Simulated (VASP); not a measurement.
# Cu2O (Pn-3m) in VASP: G0W0 quasiparticle levels with PBE

Aim: the G0W0 quasiparticle levels of Cu2O with PBE.

All numbers are computed with VASP 6.6.1; they aren't measurements. Logs are shortened: lines on timing, memory, paths and dates and some standing lists are left out, and cuts for length are marked.

## (1) The cell of the first run

Symmetry: Pn-3m, No. 224, cubic system. The conventional cell has a = 4.270 Å, b = 4.270 Å, c = 4.270 Å, α = 90.00°, β = 90.00°, γ = 90.00°. Cu (site symmetry -3m) has 2 O at 1.85 Å within 2.5 Å. O (site symmetry -43m) has 4 Cu at 1.85 Å within 2.5 Å.

## (2) G0W0 quasiparticle levels, PBE

Input file POSCAR:

```
Cu2O
1.0
    4.2700000000      0.0000000000      0.0000000000
    0.0000000000      4.2700000000      0.0000000000
    0.0000000000      0.0000000000      4.2700000000
Cu O
4 2
Direct
    0.2500000000      0.2500000000      0.2500000000
    0.2500000000      0.7500000000      0.7500000000
    0.7500000000      0.2500000000      0.7500000000
    0.7500000000      0.7500000000      0.2500000000
    0.0000000000      0.0000000000      0.0000000000
    0.5000000000      0.5000000000      0.5000000000
```

Input file INCAR.step1:

```
SYSTEM = Cu2O
  ALGO = Normal
  EDIFF = 1E-8
  ENCUT = 500
  GGA = PE
  ISMEAR = 0
  LASPH = .TRUE.
  LCHARG = .FALSE.
  LREAL = .FALSE.
  LWAVE = .TRUE.
  NELM = 80
  PREC = Accurate
  SIGMA = 0.01
```

Input file INCAR.step2:

```
SYSTEM = Cu2O
  ALGO = Exact
  EDIFF = 1E-8
  ENCUT = 500
  GGA = PE
  ISMEAR = 0
  ISTART = 1
  LASPH = .TRUE.
  LCHARG = .FALSE.
  LOPTICS = .TRUE.
  LREAL = .FALSE.
  LWAVE = .TRUE.
  NBANDS = 768
  NELM = 1
  PREC = Accurate
  SIGMA = 0.01
```

Input file INCAR.step3:

```
SYSTEM = Cu2O
  ALGO = EVGW0
  EDIFF = 1E-8
  ENCUT = 500
  ENCUTGW = 180.0
  GGA = PE
  ISMEAR = 0
  ISTART = 1
  LASPH = .TRUE.
  LCHARG = .FALSE.
  LREAL = .FALSE.
  LWAVE = .FALSE.
  NBANDS = 768
  NBANDSGW = 36
  NELMGW = 1
  NOMEGA = 48
  PREC = Accurate
  PRECFOCK = Fast
  SIGMA = 0.01
```

Input file KPOINTS:

```
k-points
0
G
  2 2 2
  0 0 0
```

Potentials or basis: VASP PAW PBE potentials, release 64 (Cu_GW, O_GW).

Run with:

```
> cat potpaw_PBE.64/Cu_GW/POTCAR potpaw_PBE.64/O_GW/POTCAR > POTCAR
> cp INCAR.step1 INCAR
> mpirun -np 1 vasp_std > vasp.out
> cp INCAR.step2 INCAR
> mpirun -np 1 vasp_std > vasp.out
> cp INCAR.step3 INCAR
> mpirun -np 1 vasp_std > vasp.out
```

OUTCAR:

```text
SYSTEM = Cu2O
   EDIFF = 1E-8
   ENCUT = 500
   ENCUTGW = 180.0
   GGA = PE
   ISMEAR = 0
   ISTART = 1
   LASPH = .TRUE.
   LREAL = .FALSE.
   NELMGW = 1
   PREC = Accurate
   PRECFOCK = Fast

 ion  position               nearest neighbor table
   1  0.250  0.250  0.250-   5 1.85   6 1.85
   2  0.250  0.750  0.750-   5 1.85   6 1.85
   3  0.750  0.250  0.750-   5 1.85   6 1.85
   4  0.750  0.750  0.250-   5 1.85   6 1.85
   5  0.000  0.000  0.000-   1 1.85   2 1.85   3 1.85   4 1.85
   6  0.500  0.500  0.500-   1 1.85   2 1.85   3 1.85   4 1.85

  LATTYP: Found a simple cubic cell.
 ALAT       =     4.2700000000

  Lattice vectors:

 A1 = (   4.2700000000,   0.0000000000,   0.0000000000)
 A2 = (   0.0000000000,   4.2700000000,   0.0000000000)
 A3 = (   0.0000000000,   0.0000000000,   4.2700000000)

Analysis of symmetry for initial positions (statically):
=====================================================================
 Subroutine PRICEL returns:
 Original cell was already a primitive cell.

 Routine SETGRP: Setting up the symmetry group for a
 simple cubic supercell.

 Subroutine GETGRP returns: Found 48 space group operations
 (whereof 24 operations were pure point group operations)
 out of a pool of 48 trial point group operations.

The static configuration has the point symmetry T_d .
 The point group associated with its full space group is O_h .

Analysis of symmetry for dynamics (positions and initial velocities):
=====================================================================
 Subroutine PRICEL returns:
 Original cell was already a primitive cell.

 Routine SETGRP: Setting up the symmetry group for a
 simple cubic supercell.

 Subroutine GETGRP returns: Found 48 space group operations
 (whereof 24 operations were pure point group operations)
 out of a pool of 48 trial point group operations.

The dynamic configuration has the point symmetry T_d .
 The point group associated with its full space group is O_h .

 Subroutine INISYM returns: Found 48 space group operations
 (whereof 24 operations are pure point group operations),
 and found     1 'primitive' translations

----------------------------------------------------------------------------------------

                                     Primitive cell

  volume of cell :      77.8545

  direct lattice vectors                    reciprocal lattice vectors
     4.270000000  0.000000000  0.000000000     0.234192037  0.000000000  0.000000000
     0.000000000  4.270000000  0.000000000     0.000000000  0.234192037  0.000000000
     0.000000000  0.000000000  4.270000000     0.000000000  0.000000000  0.234192037

  length of vectors
     4.270000000  4.270000000  4.270000000     0.234192037  0.234192037  0.234192037

  position of ions in fractional coordinates (direct lattice)
     0.250000000  0.250000000  0.250000000
     0.250000000  0.750000000  0.750000000
     0.750000000  0.250000000  0.750000000
     0.750000000  0.750000000  0.250000000
     0.000000000  0.000000000  0.000000000
     0.500000000  0.500000000  0.500000000

  ion indices of the primitive-cell ions
   primitive index   ion index
                 1           1
                 2           2
                 3           3
                 4           4
                 5           5
                 6           6

----------------------------------------------------------------------------------------

 KPOINTS: k-points

Automatic generation of k-mesh.
 Grid dimensions read from file:
 generate k-points for:    2    2    2

 Generating k-lattice:

  Cartesian coordinates                     Fractional coordinates (reciprocal lattice)
     0.117096019  0.000000000  0.000000000     0.500000000  0.000000000  0.000000000
     0.000000000  0.117096019  0.000000000     0.000000000  0.500000000  0.000000000
     0.000000000  0.000000000  0.117096019     0.000000000  0.000000000  0.500000000

  Length of vectors
     0.117096019  0.117096019  0.117096019

  Shift w.r.t. Gamma in fractional coordinates (k-lattice)
     0.000000000  0.000000000  0.000000000

 Subroutine IBZKPT returns following result:
 ===========================================

 Found      4 irreducible k-points:

 Following reciprocal coordinates:
            Coordinates               Weight
  0.000000  0.000000  0.000000      1.000000
  0.500000  0.000000  0.000000      3.000000
  0.500000  0.500000  0.000000      3.000000
  0.500000  0.500000  0.500000      1.000000
   k-points           NKPTS =      4   k-points in BZ     NKDIM =      8   number of bands    NBANDS=    768
   number of dos      NEDOS =    301   number of ions     NIONS =      6
   total plane-waves  NPLWV =  32768
   dimension x,y,z NGX =    32 NGY =   32 NGZ =   32
   dimension x,y,z NGXF=    64 NGYF=   64 NGZF=   64
   ions per type =               4   2
   NGX,Y,Z   is equivalent  to a cutoff of  12.46, 12.46, 12.46 a.u.
   NGXF,Y,Z  is equivalent  to a cutoff of  24.92, 24.92, 24.92 a.u.
 SYSTEM =  Cu2O
   PREC   = accura    normal or accurate (medium, high low for compatibility)
   ISTART =      1    job   : 0-new  1-cont  2-samecut
   ICHARG =      0    charge: 1-file 2-atom 10-const
   ISPIN  =      1    spin polarized calculation?
   LNONCOLLINEAR =      F non collinear calculations
   LSORBIT =      F    spin-orbit coupling
   LASPH  =      T    aspherical Exc in radial PAW
   ENCUT  =  500.0 eV  36.75 Ry    6.06 a.u.   7.79  7.79  7.79*2*pi/ulx,y,z
   NELM   =     60;   NELMIN=  2; NELMDL=  0     # of ELM steps
   EDIFF  = 0.1E-07   stopping-criterion for ELM
   LREAL  =      F    real-space projection
   EDIFFG = 0.1E-06   stopping-criterion for IOM
   NSW    =      0    number of steps for IOM
   IBRION =     -1    ionic relax: 0-MD 1-quasi-New 2-CG
   NFREE  =      0    steps in history (QN), initial steepest desc. (CG)
   ISIF   =      0    stress and relaxation
   ISYM   =      3    0-nonsym 1-usesym 2-fastsym
   POTIM  = 0.5000    time-step for ionic-motion
   TEBEG  =    0.0;   TEEND  =   0.0 temperature during run
   PSTRESS=    0.0 pullay stress
   NELECT =      56.0000    total number of electrons
   NUPDOWN=      -1.0000    fix difference up-down
   EMIN   =  10.00;   EMAX   =-10.00  energy-range for DOS
   EFERMI =   0.00;   METHOD = LEGACY
   ISMEAR =     0;   SIGMA  =   0.01  broadening in eV -4-tet -1-fermi 0-gaus
   EFERMI_NEDOS =   21; number of points for ismear=-14 and -15
   IALGO  =     38    algorithm
   IMIX   =      4    mixing-type and parameters
     AMIX     =   0.40;   BMIX     =  1.00
     AMIX_MAG =   1.60;   BMIX_MAG =  1.00
  volume/ion in A,a.u.               =      12.98        87.56
  Fermi-wavevector in a.u.,A,eV,Ry     =   1.466818  2.771885 29.273693  2.151556
  Thomas-Fermi vector in A             =   2.582510
   LORBIT       =      0    0 simple, 1 ext, 2 COOP (PROOUT), +10 PAW based schemes
   GGA     = PE    functional components
   LHFCALC =     T    Hartree Fock is set to
   PRECFOCK=fast      Normal, Fast or Accurate (Low or Medium for compatibility)
   ENCUT4O =  -1.0   cutoff for four orbital integrals eV
   NKREDX  =     1    reduce k-point grid by
   NKREDY  =     1    reduce k-point grid by
   NKREDZ  =     1    reduce k-point grid by
   AEXX    =    1.0000 exact exchange contribution
   HFSCREEN=    0.0000 screening length (either q_TF or 0.3 A-1)
   HFSCREENC=   0.0000 screening length for correlation (either q_TF or 0.3 A-1)
   ENCUTFOCK=  -1.0 apply spherical cutoff to Coloumb kernel
   IVDW    =     0    specifies the selected vdW correction
   LEPSILON=     F    determine dielectric tensor
   LRPA    =     F    only Hartree local field effects (RPA)
   LRPAFORCE           =     F    calculate RPA forces
   ENCUTGW             = 180.0    cutoff for response function in eV
   ENCUTGWSOFT         = 144.0    soft cutoff for Coulomb kernel in GW response function in eV
   ENCUTLF             =  -1.0    cutoff for local field effects
   NELMGW              =     1    number of iterations in solving QP/BSE equation
   NELMHF              =     1    number of iterations in the inner HF iteration
   NKREDLFX            =     1    NKREDLFY  =   1   NKREDLFZ  =   1
 non-spin polarized calculation
 Gauss-broadening in eV      SIGMA  =   0.01
  energy-cutoff  :      500.00
  volume of cell :       77.85
 maximum number of plane-waves:      2000
 NGX is ok and might be reduce to    32
  NGX = 18; NGY = 18; NGZ = 18
   NGX = 15   NGY = 15   NGZ = 15
 maximum number of plane-waves:       437

 QP shifts <psi_nk| G(iteration)W_0 |psi_nk>: iteration 1
 for sc-GW calculations column KS-energies equals QP-energies in previous step
 and V_xc(KS)=  KS-energies - (<T + V_ion + V_H > + <T+V_H+V_ion>^1  + <V_x>^1)

 k-point   1 :       0.0000    0.0000    0.0000
  band No.  KS-energies  QP-energies   sigma(KS)   V_xc(KS)     V^pw_x(r,r')   Z            occupation Imag(sigma)

      1     -16.6829     -17.7109     -20.9820     -19.2584     -30.8141       0.5965       2.0000       0.9521
      2     -15.9523     -17.0930     -21.6954     -19.8875     -31.2945       0.6310       2.0000       0.8562
      3      -3.7835      -4.1413     -17.9434     -17.3859     -24.6520       0.6418       2.0000       0.5877
      4      -3.7835      -4.1413     -17.9434     -17.3859     -24.6520       0.6418       2.0000       0.5877
      5      -3.7835      -4.1413     -17.9434     -17.3859     -24.6520       0.6418       2.0000       0.5877
      6      -1.4659      -1.9740     -12.6594     -11.9054     -17.5707       0.6739       2.0000       0.5301
[... 28 lines left out ...]
     35      12.6215      12.4048      -9.5671      -9.2693      -3.3033       0.7277       0.0000      -0.5603
     36      12.6215      12.4048      -9.5671      -9.2693      -3.3033       0.7277       0.0000      -0.5603

 k-point   2 :       0.5000    0.0000    0.0000
  band No.  KS-energies  QP-energies   sigma(KS)   V_xc(KS)     V^pw_x(r,r')   Z            occupation Imag(sigma)

      1     -16.3147     -17.4043     -21.3608     -19.5854     -31.0735       0.6137       2.0000       0.8993
      2     -16.3147     -17.4043     -21.3608     -19.5854     -31.0735       0.6137       2.0000       0.8993
      3      -3.1671      -3.4742     -18.7068     -18.2368     -25.1685       0.6533       2.0000       0.4739
      4      -3.1671      -3.4742     -18.7068     -18.2368     -25.1685       0.6533       2.0000       0.4739
      5      -3.1280      -3.5873     -17.2143     -16.5211     -22.7521       0.6627       2.0000       0.3488
      6      -3.1280      -3.5873     -17.2143     -16.5211     -22.7521       0.6627       2.0000       0.3488
[... 28 lines left out ...]
     35      11.0247      10.9532     -11.1119     -11.0140      -5.9801       0.7314       0.0000      -0.4381
     36      11.0247      10.9532     -11.1119     -11.0140      -5.9801       0.7314       0.0000      -0.4381

 k-point   3 :       0.5000    0.5000    0.0000
  band No.  KS-energies  QP-energies   sigma(KS)   V_xc(KS)     V^pw_x(r,r')   Z            occupation Imag(sigma)

      1     -16.2925     -17.3947     -21.4126     -19.6332     -31.1267       0.6194       2.0000       0.9014
      2     -16.2925     -17.3947     -21.4126     -19.6332     -31.1267       0.6194       2.0000       0.9014
      3      -3.9150      -4.3090     -16.8847     -16.2720     -22.6963       0.6432       2.0000       0.4383
      4      -3.9150      -4.3090     -16.8847     -16.2720     -22.6963       0.6432       2.0000       0.4383
      5      -2.7364      -3.1330     -18.6174     -18.0181     -24.9548       0.6619       2.0000       0.4166
      6      -2.7364      -3.1330     -18.6174     -18.0181     -24.9548       0.6619       2.0000       0.4166
[... 28 lines left out ...]
     35      11.6706      11.6233     -11.1290     -11.0642      -5.6109       0.7293       0.0000      -0.5436
     36      11.6706      11.6233     -11.1290     -11.0642      -5.6109       0.7293       0.0000      -0.5436

 k-point   4 :       0.5000    0.5000    0.5000
  band No.  KS-energies  QP-energies   sigma(KS)   V_xc(KS)     V^pw_x(r,r')   Z            occupation Imag(sigma)

      1     -16.5045     -17.5464     -21.3148     -19.5802     -31.1497       0.6007       2.0000       0.9099
      2     -16.0295     -17.1549     -21.5872     -19.7707     -31.1914       0.6195       2.0000       0.8603
      3      -3.6888      -4.0398     -17.8740     -17.3318     -24.3277       0.6473       2.0000       0.5314
      4      -3.6888      -4.0398     -17.8740     -17.3318     -24.3277       0.6473       2.0000       0.5314
      5      -3.6888      -4.0398     -17.8740     -17.3318     -24.3277       0.6473       2.0000       0.5314
      6      -2.2364      -2.7902     -17.4402     -16.6302     -22.3168       0.6838       2.0000       0.1856
[... 28 lines left out ...]
     35      10.4328      10.3484     -10.1536     -10.0424      -4.6029       0.7587       0.0000      -0.3729
     36      11.0022      11.3771     -12.2810     -12.7791      -5.8296       0.7527       0.0000      -0.5040
```

Wall time 6.7 min (1 thread of Intel Xeon 6975P-C (Granite Rapids), shared host); peak memory 0.9 GiB.

What came out:

| Property | Result |
| --- | --- |
| Quasiparticle gap | 1.26 eV |
| Least direct quasiparticle gap | 1.26 eV |
| Band gap of the starting levels on the mesh | 0.52 eV |
| Least direct gap of the starting levels on the mesh | 0.52 eV |

Caveat: the k points lie up to 0.74 Å⁻¹ apart; bands, screening cutoff and mesh are small and nothing is extrapolated, so the quasiparticle values aren't converged.
